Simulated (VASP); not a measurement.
Set up this calculation in VASP 6.6.1, as the native input.

| Item | Value |
| --- | --- |
| Task | density of states |
| Functional | PBE |
| Potentials or basis | VASP PAW PBE potentials, release 64 (As) |
| Cutoff | 520 eV |
| k mesh | 15 × 15 × 15 |
| Occupations | fermi-dirac, width 0.08 eV |
| Spin | no spin polarisation |
| Dipole correction | no |
| k mesh for the DOS | 23 × 23 × 23 |
| Occupations for the DOS | tetrahedron |
| Further INCAR settings | ALGO = Normal; EDIFF = 1e-07; NBANDS = 8 |

Crystal: As.

```
As
1.0
     2.72911    0.00000    0.00000
     0.00000    2.72911    0.00000
     0.00000    0.00000    2.72911
As
1
Direct
  0.00000 0.00000 0.00000
```

The input as run:

POSCAR

```
As
1.0
    2.7291078612      0.0000000000      0.0000000000
    0.0000000000      2.7291078612      0.0000000000
    0.0000000000      0.0000000000      2.7291078612
As
1
Direct
    0.0000000000      0.0000000000      0.0000000000
```

INCAR.step1

```
PREC = Accurate
ENCUT = 520
EDIFF = 1E-7
ISMEAR = -1
SIGMA = 0.08
LREAL = False
LASPH = True
NELM = 80
ALGO = Normal
ISIF = 2
LWAVE = False
LCHARG = True
GGA = PE
NBANDS = 8
```

KPOINTS.step1

```
Automatic mesh
0
Gamma
  15 15 15
```

INCAR.step2

```
PREC = Accurate
ENCUT = 520
EDIFF = 1E-7
ISMEAR = -5
SIGMA = 0.08
LREAL = False
LASPH = True
NELM = 80
ALGO = Normal
ISIF = 2
LWAVE = False
LCHARG = False
GGA = PE
LORBIT = 11
NBANDS = 8
NEDOS = 1001
ICHARG = 11
```

KPOINTS.step2

```
Automatic mesh
0
Gamma
  23 23 23
```

Potentials or basis: VASP PAW PBE potentials, release 64 (As).

The run is started by

```sh
$ cat potpaw_PBE.64/As/POTCAR > POTCAR
$ cp INCAR.step1 INCAR
$ cp KPOINTS.step1 KPOINTS
$ mpirun -np 1 vasp_std > vasp.out
$ cp INCAR.step2 INCAR
$ cp KPOINTS.step2 KPOINTS
$ mpirun -np 1 vasp_std > vasp.out
```

It gave:

```json
{"Valence electrons inside the program's atomic spheres": "As 2.66"}
```

It took 50 s on 1 thread of Intel(R) Xeon(R) Platinum 8259CL CPU @ 2.50GHz (Skylake/Cascade Lake) (shared host), peak memory 0.17 GiB.
